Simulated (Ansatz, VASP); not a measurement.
# Bi: VASP beside Ansatz

```
Bi
1.0
     3.25556    0.00000    0.00000
     0.00000    3.25556    0.00000
     0.00000    0.00000    3.25556
Bi
1
Direct
  0.00000 0.00000 0.00000
```

Alike in both runs: functional r2SCAN; k mesh 12 × 12 × 12; occupations gaussian, width 0.1 eV; no spin polarisation.

Ansatz relaxed the structure, and its values are those at the end. VASP's run is a single point on that final structure, the one shown.

|  | VASP | Ansatz |
| --- | --- | --- |
| version | VASP 6.6.1 | Ansatz 0.2.0 |
| potentials or method | VASP PAW PBE potentials, release 64 (Bi_d), cutoff 550 eV | scalar-relativistic, plane waves, PAW |
| valence electrons in the cell | 15 | 15 |

|  | VASP | Ansatz | Ansatz less VASP |
| --- | --- | --- | --- |
| gap on the k mesh at the Fermi level (eV) | none | none | - |
| pressure (GPa) | 0.0 | 0.0 | +0.04 |

VASP's potentials were made for PBE, not for r2SCAN. A gap of «none» marks a metal or a gap that the smearing closes.

Neither program's run includes spin-orbit coupling.
